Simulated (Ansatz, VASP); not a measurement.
CuO: VASP beside Ansatz

POSCAR

```
CuO
1.0
    3.2880244300      0.0000000000      0.0000000000
   -1.6440122100      2.8475126800      0.0000000000
    0.0000000000      0.0000000000      5.3850248600
Cu O
2 2
Direct
    0.6666666667      0.3333333333      0.0000000000
    0.3333333333      0.6666666667      0.5000000000
    0.6666666667      0.3333333333      0.6252000000
    0.3333333333      0.6666666667      0.1252000000
```

File INCAR.step1:

```
ALGO = Normal
EDIFF = 1E-5
ENCUT = 770
GGA = PE
GGA_COMPAT = False
ISMEAR = -1
LASPH = True
LCHARG = False
LDAU = True
LDAUJ = 0 0
LDAUL = 2 -1
LDAUTYPE = 2
LDAUU = 5.3 0
LMAXMIX = 4
LREAL = False
LWAVE = True
NBANDS = 33
NELM = 200
PREC = Accurate
SIGMA = 0.05
```

File INCAR.step2:

```
ALGO = Normal
EDIFF = 1E-6
ENCUT = 770
GGA_COMPAT = False
ISIF = 2
ISMEAR = -1
ISTART = 1
LASPH = True
LCHARG = True
LDAU = True
LDAUJ = 0 0
LDAUL = 2 -1
LDAUPRINT = 1
LDAUTYPE = 2
LDAUU = 5.3 0
LELF = True
LMAXMIX = 4
LMIXTAU = True
LREAL = False
LVHAR = True
LWAVE = False
METAGGA = R2SCAN
NBANDS = 33
NELM = 200
PREC = Accurate
SIGMA = 0.05
```

KPOINTS

```
k-points
0
Gamma
  9 9 5
```

The input input.yaml:

```yaml
crystal:
  lattice:
    - [3.28802443, 0.0, 0.0]
    - [-1.64401221, 2.84751268, 0.0]
    - [0.0, 0.0, 5.38502486]
  atoms:
    - { symbol: Cu, position: [0.6666666667, 0.3333333333, 0.0] }
    - { symbol: Cu, position: [0.3333333333, 0.6666666667, 0.5] }
    - { symbol: O, position: [0.6666666667, 0.3333333333, 0.6252] }
    - { symbol: O, position: [0.3333333333, 0.6666666667, 0.1252] }
hamiltonian:
  xc: r2scan
  pseudopotentials: { kind: paw }
  hubbard: { sites: [{ species: Cu, l: d, u_eff: 5.3 }] }
kpoints:
  mp_grid: { grid: [9, 9, 5] }
  band_path:
    path:
      - [[0.0, 0.0, 0.0], [0.5, 0.0, 0.0], [0.3333333333, 0.3333333333, 0.0], [0.0, 0.0, 0.0], [0.0, 0.0, 0.5], [0.5, 0.0, 0.5], [0.3333333333, 0.3333333333, 0.5], [0.0, 0.0, 0.5]]
      - [[0.5, 0.0, 0.5], [0.5, 0.0, 0.0]]
      - [[0.3333333333, 0.3333333333, 0.0], [0.3333333333, 0.3333333333, 0.5]]
    npoints: 14
scf:
  occupations: { method: fermi_dirac, width: 0.05 }
  n_extra_bands: 10
output:
  forces: true
  stress: true
  eigenvalues: true
  fatbands: false
  write_density: true
  write_potential: true
  elf: true
  volumetric_format: npy
```

Alike in both runs: functional r2SCAN; k mesh 9 × 9 × 5; occupations fermi-dirac, width 0.05 eV; no spin polarisation; Hubbard terms Cu d U = 5.3 eV.

|  | VASP | Ansatz |
| --- | --- | --- |
| version | VASP 6.6.1 | Ansatz 0.2.0 |
| potentials or method | VASP PAW PBE potentials, release 64 (Cu_sv_GW, O) | Ansatz PAW |
| plane-wave cutoff (eV) | 770 | 500 |
| valence electrons in the cell | 50 | 50 |
| task | single point | band structure |

Ansatz gave:

```
gap on the k mesh at the Fermi level (eV)                     : none
pressure (GPa)                                                : -11.6
traceless stress, the component that is largest in VASP (GPa) : 1.39
rms of the force components (eV/Å)                            : 0.031
```

Q: Estimate VASP's values.

A: gap on the k mesh at the Fermi level (eV): none; pressure (GPa): -15.6; traceless stress, the component that is largest in VASP (GPa): 1.58; rms of the force components (eV/Å): 0.002.

VASP's potentials were made for PBE, not for r2SCAN. The programs project onto different local orbitals, so the same U acts differently, and such runs can settle in different states. Atom by atom the forces differ by 0.033 eV/Å (rms over components). A gap of «none» marks a metal or a gap that the smearing closes.
